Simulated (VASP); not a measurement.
Here is a VASP 6.6.1 calculation.

Contents of INCAR:

```
SYSTEM = Ta3N
PREC = Accurate
ENCUT = 520
EDIFF = 1E-7
ISMEAR = 0
SIGMA = 0.15
LREAL = .False.
LASPH = .True.
NELM = 60
ALGO = Normal
ISIF = 2
LWAVE = .False.
LCHARG = .True.
GGA = PS
LELF = .True.
LVHAR = .True.
NBANDS = 27
```

Contents of KPOINTS:

```
Automatic mesh
0
Gamma
  18 18 8
  0 0 0
```

File POSCAR:

```
Ta3N
1.0
    2.8804844010      0.0000000000      0.0000000000
   -1.4402422005      2.4945726665      0.0000000000
    0.0000000000      0.0000000000      7.1519281125
Ta N
3 1
Direct
    0.0000000000      0.0000000000      0.5000000000
    0.3333333333      0.6666666667      0.1725859884
    0.6666666667      0.3333333333      0.8274140116
    0.0000000000      0.0000000000      0.0000000000
```

Potentials or basis: VASP PAW PBE potentials, release 64 (Ta_pv, N).

Command:

```bash
$ cat potpaw_PBE.64/Ta_pv/POTCAR potpaw_PBE.64/N/POTCAR > POTCAR
$ mpirun -np 1 vasp_std > vasp.out
```

**Question.** What does it give for the pressure?

**Answer.** 42.7 GPa.

**Question.** Predict the largest force.

**Answer.** 1.250 eV/Å.

Forces in eV/Å, atoms in the order of the input:
```
Ta   0.000  0.000  0.000
Ta   0.000  0.000  1.250
Ta   0.000  0.000 -1.250
N    0.000  0.000  0.000
```

Caveat: the cell differs from its parent crystal (strain -0.040 along x and y, -0.040 along z); the cell stands under pressure; the PAW data sets were made with another functional, which shifts forces and pressure a little.
